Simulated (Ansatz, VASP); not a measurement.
Two plane-wave programs on Sb

```
CELL_PARAMETERS angstrom
-1.92625 1.92625 1.92625
1.92625 -1.92625 1.92625
1.92625 1.92625 -1.92625
ATOMIC_POSITIONS crystal
Sb 0.00000 0.00000 0.00000
```

Alike in both runs: task single point; functional PBEsol; k mesh 16 × 16 × 16; occupations gaussian, width 0.1 eV; no spin polarisation.

|  | VASP | Ansatz |
| --- | --- | --- |
| version | VASP 6.6.1 | Ansatz 0.2.0 |
| potentials or method | VASP PAW PBE potentials, release 64 (Sb), cutoff 520 eV | scalar-relativistic, plane waves, PAW |
| valence electrons in the cell | 5 | 15 |

Ansatz gave:

- gap on the k mesh at the Fermi level (eV): none
- pressure (GPa): -5.2

Q: Estimate VASP's values.

A: gap on the k mesh at the Fermi level (eV): none; pressure (GPa): -5.3.

VASP's potentials were made for PBE, not for PBEsol. A gap of «none» marks a metal or a gap that the smearing closes. VASP's potentials hold 5 valence electrons a cell and Ansatz's 15, so a difference there can come from the potentials and not from the codes.

Spin-orbit coupling is off throughout.
